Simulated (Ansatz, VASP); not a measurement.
One calculation of C, two programs

Contents of INCAR:

```
SYSTEM = C
PREC = Accurate
ENCUT = 520
EDIFF = 1E-7
ISMEAR = -1
SIGMA = 0.1
LREAL = .False.
LASPH = .True.
NELM = 100
ALGO = Normal
ISIF = 2
LWAVE = .False.
LCHARG = .True.
GGA = CA
LELF = .True.
LVHAR = .True.
NBANDS = 8
```

The input KPOINTS:

```
Automatic mesh
0
Gamma
  22 22 22
  0 0 0
```

Contents of POSCAR:

```
C
1.0
   -0.9814253807      0.9814253807      0.9814253807
    0.9814253807     -0.9814253807      0.9814253807
    0.9814253807      0.9814253807     -0.9814253807
C
1
Direct
    0.0000000000      0.0000000000      0.0000000000
```

Input for Ansatz:

```yaml
crystal:
  lattice:
    - [-0.9814253807, 0.9814253807, 0.9814253807]
    - [0.9814253807, -0.9814253807, 0.9814253807]
    - [0.9814253807, 0.9814253807, -0.9814253807]
  atoms:
    - { symbol: C, position: [0.0, 0.0, 0.0] }
kpoints:
  mp_grid: { grid: [22, 22, 22] }
scf:
  occupations: { method: fermi_dirac, width: 0.1 }
hamiltonian:
  xc: lda
  pseudopotentials: { kind: paw }
output:
  forces: true
  stress: true
  eigenvalues: true
  populations: true
```

Change from the starting cell: volume scaled by 0.6, PAW files.

Alike in both runs: task single point; functional LDA; k mesh 22 × 22 × 22; occupations fermi-dirac, width 0.1 eV; no spin polarisation.

|  | VASP | Ansatz |
| --- | --- | --- |
| version | VASP 6.6.1 | Ansatz 0.2.0 |
| potentials or method | VASP PAW LDA potentials, release 64 (C) | PAW with Ansatz's default frozen-core files, scalar-relativistic |
| plane-wave cutoff (eV) | 520 | 420 |
| valence electrons in the cell | 4 | 4 |

|  | VASP | Ansatz | Ansatz less VASP |
| --- | --- | --- | --- |
| pressure (GPa) | 308.5 | 307.0 | -1.57 |

LDA's correlation is that of Perdew and Zunger in VASP and of Perdew and Wang (1992) in Ansatz. Both programs put the cell under a high pressure, so it lies far from rest at this level.

Noted on VASP's run: the cell as given lies far from equilibrium.
